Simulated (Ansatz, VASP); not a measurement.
## Ge: VASP beside Ansatz

POSCAR

```
Ge
1.0
    1.3971490000     -2.6005160000      0.0000000000
    1.3971490000      2.6005160000      0.0000000000
    0.0000000000      0.0000000000      2.6982310000
Ge
1
Direct
    0.5000000000      0.5000000000      0.0000000000
```

INCAR.step1

```
SYSTEM = Ge
  PREC = Accurate
  ENCUT = 520
  EDIFF = 1E-5
  ISMEAR = -1
  SIGMA = 0.05
  LREAL = .FALSE.
  LASPH = .TRUE.
  NELM = 100
  ALGO = Normal
  ISIF = 2
  LWAVE = .TRUE.
  LCHARG = .FALSE.
  GGA = PE
  NBANDS = 13
```

INCAR.step2

```
SYSTEM = Ge
  PREC = Accurate
  ENCUT = 520
  EDIFF = 1E-7
  ISMEAR = -1
  SIGMA = 0.05
  LREAL = .FALSE.
  LASPH = .TRUE.
  NELM = 100
  ALGO = Normal
  ISIF = 2
  LWAVE = .FALSE.
  LCHARG = .FALSE.
  GGA = PS
  LHFCALC = .TRUE.
  AEXX = 0.25
  HFSCREEN = 0.207
  PRECFOCK = Normal
  ISTART = 1
  NBANDS = 13
```

Contents of KPOINTS:

```
Automatic mesh
0
G
  6 6 5
  0 0 0
```

Contents of input:

```
crystal:
  lattice:
    - [1.397149, -2.600516, 0.0]
    - [1.397149, 2.600516, 0.0]
    - [0.0, 0.0, 2.698231]
  atoms:
    - { symbol: Ge, position: [0.5, 0.5, 0.0] }
hamiltonian:
  xc:
    exchange: hjs_pbesol
    correlation: pbesol
    exx: { coeff: 0.25, omega: 0.207 }
  pseudopotentials: { kind: paw }
kpoints:
  mp_grid: { grid: [6, 6, 5] }
  band_path:
    path:
      - [[0.0, 0.0, 0.0], [0.3221616403, 0.3221616403, 0.0], [0.0, 0.5, 0.0], [0.0, 0.5, 0.5], [0.3221616403, 0.3221616403, 0.5], [0.0, 0.0, 0.5], [0.0, 0.0, 0.0], [-0.5, 0.5, 0.0], [-0.3221616403, 0.6778383597, 0.0], [-0.3221616403, 0.6778383597, 0.5], [-0.5, 0.5, 0.5], [-0.5, 0.5, 0.0]]
      - [[0.0, 0.0, 0.5], [-0.5, 0.5, 0.5]]
    npoints: 4
scf:
  occupations: { method: fermi_dirac, width: 0.05 }
  n_extra_bands: 6
output:
  forces: true
  stress: true
  eigenvalues: true
  fatbands: false
  write_density: true
  write_potential: true
  elf: true
  volumetric_format: npy
```

Alike in both runs: functional PBEsol-based screened hybrid with a share of 0.25 of exact exchange and HFSCREEN = 0.207; k mesh 6 × 6 × 5; occupations fermi-dirac, width 0.05 eV; no spin polarisation.

```csv
,VASP,Ansatz
version,VASP 6.6.1,Ansatz 0.2.0
potentials or method,"VASP PAW PBE potentials, release 64 (Ge_d)",Ansatz PAW
plane-wave cutoff (eV),520,420
valence electrons in the cell,14,14
task,single point,band structure
```

VASP gave:

| Quantity | Value |
| --- | --- |
| gap on the k mesh at the Fermi level (eV) | none |
| pressure (GPa) | -2.8 |
| traceless stress, the component that is largest in VASP (GPa) | -9.13 |

Task: Which values does Ansatz return?

Result: gap on the k mesh at the Fermi level (eV): none; pressure (GPa): -2.9; traceless stress, the component that is largest in VASP (GPa): -9.17.

VASP's potentials were made for PBE, not for PBEsol-based screened hybrid. A gap of «none» marks a metal or a gap that the smearing closes. The functional is the same, so the differences come from potentials, cutoffs and numerics.

The k mesh is coarse, so the values compare programs but aren't converged.
